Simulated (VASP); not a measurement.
Here is a VASP 6.6.1 calculation.

File POSCAR:

```
GaN
1.0
    0.0000000000      2.1085152350      2.1085152350
    2.0617061967      0.0000000000      2.1085152350
    2.0617061967      2.1085152350      0.0000000000
Ga N
1 1
Direct
    0.0000000000      0.0000000000      0.0000000000
    0.5000000000      0.5000000000      0.5000000000
```

INCAR.step1

```
SYSTEM = GaN
PREC     = Accurate       ! precision mode
ENCUT    = 1460           ! plane-wave cutoff, eV
ISMEAR   = 0              ! smearing method
SIGMA    = 0.01           ! smearing width, eV
LREAL    = .FALSE.        ! projectors in reciprocal space
LASPH    = .TRUE.         ! aspherical terms in the spheres
NELM     = 120            ! most SCF steps
NBANDS   = 16             ! bands
GGA      = PE             ! functional
ALGO     = Normal         ! electronic algorithm
EDIFF    = 1E-5           ! SCF threshold, eV
LWAVE    = .TRUE.         ! write WAVECAR
LCHARG   = .FALSE.        ! write CHGCAR
GGA_COMPAT= .FALSE.
```

File INCAR.step2:

```
SYSTEM = GaN
PREC     = Accurate       ! precision mode
ENCUT    = 1460           ! plane-wave cutoff, eV
EDIFF    = 1E-6           ! SCF threshold, eV
ISMEAR   = 0              ! smearing method
SIGMA    = 0.01           ! smearing width, eV
LREAL    = .FALSE.        ! projectors in reciprocal space
LASPH    = .TRUE.         ! aspherical terms in the spheres
NELM     = 120            ! most SCF steps
ALGO     = Normal         ! electronic algorithm
ISIF     = 2              ! what is computed and relaxed
LWAVE    = .FALSE.        ! write WAVECAR
LCHARG   = .FALSE.        ! write CHGCAR
METAGGA  = R2SCAN         ! meta-GGA
LMIXTAU  = .TRUE.       
NBANDS   = 16             ! bands
ISTART   = 1            
GGA_COMPAT= .FALSE.
```

Contents of KPOINTS:

```
Automatic mesh
0
G
  10 10 10
  0 0 0
```

Potentials or basis: VASP PAW PBE potentials, release 64 (Ga_d, N_h).

The run is started by

```sh
$ cat potpaw_PBE.64/Ga_d/POTCAR potpaw_PBE.64/N_h/POTCAR > POTCAR
$ cp INCAR.step1 INCAR
$ mpirun -np 1 vasp_std > vasp.out
$ cp INCAR.step2 INCAR
$ mpirun -np 1 vasp_std > vasp.out
```

Problem. What does it give for the pressure?

Solution. 7.1 GPa.

Problem. What does it give for the band gap on the k mesh?

Solution. 1.16 eV (least direct gap 3.64 eV).

Stress tensor (GPa, compression positive):
```
10.70  0.00  0.00
 0.00  5.35  0.00
 0.00  0.00  5.35
```

Caveat: the cell differs from its parent crystal (uniaxial x strain -2.2%); the stress differs along the axes, from 5 to 11 GPa; the structure was generated, so it needn't be the stable form of GaN; the PAW data sets were made with another functional, which shifts forces and pressure a little. A k mesh can miss the band edges.
